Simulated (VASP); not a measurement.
C: single point with PBE+D3(BJ)

The system is C.

```
CELL_PARAMETERS angstrom
2.46466 0.00000 0.00000
-1.23233 2.13446 0.00000
0.00000 0.00000 3.57197
ATOMIC_POSITIONS crystal
C 0.33802 0.67604 0.00000
C 0.66198 0.32396 0.00000
```

This cell differs from its parent crystal: atoms displaced along a vibrational mode.

```yaml
Program: VASP 6.6.1
Task: single point
Functional: PBE
Dispersion: D3(BJ)
Potentials_or_basis: VASP PAW PBE potentials, release 64 (C)
Cutoff: 520 eV
k_mesh: 21 × 21 × 12
Occupations: gaussian, width 0.15 eV
Spin: no spin polarisation
Dipole_correction: no
Further_INCAR_settings: ALGO = Normal; EDIFF = 1e-06; NBANDS = 11
```

```yaml
Pressure: 1.1 GPa
Largest_force: 2.266 eV/Å
Band_gap_on_the_k_mesh: zero (bands 4 and 5 overlap by 0.37 eV)
Dispersion_energy_per_atom: -0.145 eV
```

Forces on the atoms (eV/Å):
```
C    0.000 -2.266  0.000
C    0.000  2.266  0.000
```

Stress tensor (GPa, compression positive):
```
-2.46  0.00  0.00
 0.00  5.94  0.00
 0.00  0.00 -0.08
```

Levels at points of the mesh, in eV from the Fermi level:
```
           k point  band 1  band 2  band 3  band 4  band 5  band 6  band 7  band 8
(0.00, 0.00, 0.00)  -19.61   -6.87   -3.62   -2.42    3.83    7.53    9.07   11.60
(0.00, 0.00, 0.50)  -19.43   -8.29   -3.60   -2.40    7.58    9.14    9.18   11.35
```

It took 2.6 min on 1 thread of Intel(R) Xeon(R) Platinum 8259CL CPU @ 2.50GHz (Skylake/Cascade Lake) (shared host), peak memory 0.25 GiB.

Caveat: the cell differs from its parent crystal (atoms displaced along a vibrational mode); forces of over 1 eV/Å act on the atoms, so gaps and moduli don't describe the material at rest.
